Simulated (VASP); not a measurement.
A run of VASP 6.6.1:

The input INCAR:

```
SYSTEM = HgPd
PREC = Accurate ; ENCUT = 520
EDIFF = 1E-7 ; ISMEAR = 0
SIGMA = 0.1 ; LREAL = .FALSE.
LASPH = .TRUE. ; NELM = 60
ALGO = Fast ; ISIF = 2
LWAVE = .FALSE. ; LCHARG = .TRUE.
GGA = PS ; LELF = .TRUE.
LVHAR = .TRUE. ; NBANDS = 18
```

KPOINTS

```
Automatic mesh
0
G
  14 14 12
  0 0 0
```

File POSCAR:

```
HgPd
1.0
    3.1066115530      0.0000000000      0.0000000000
    0.0000000000      3.1066115530      0.0000000000
    0.0000000000      0.0000000000      3.8631636153
Hg Pd
1 1
Direct
    0.0000000000      0.0000000000      0.0000000000
    0.5000000000      0.5000000000      0.5000000000
```

Potentials or basis: VASP PAW PBE potentials, release 64 (Hg, Pd).

The run is started by

```console
$ cat potpaw_PBE.64/Hg/POTCAR potpaw_PBE.64/Pd/POTCAR > POTCAR
$ mpirun -np 1 vasp_std > vasp.out
```

Hardware: 1 thread of Intel(R) Xeon(R) 6975P-C (Granite Rapids), on a shared host.

How long does it take, and how much memory?

Wall time 41 s on 1 thread of Intel(R) Xeon(R) 6975P-C (Granite Rapids), with other jobs on the host, peak memory 0.29 GiB. Counts: scf iterations 14, k points 252.
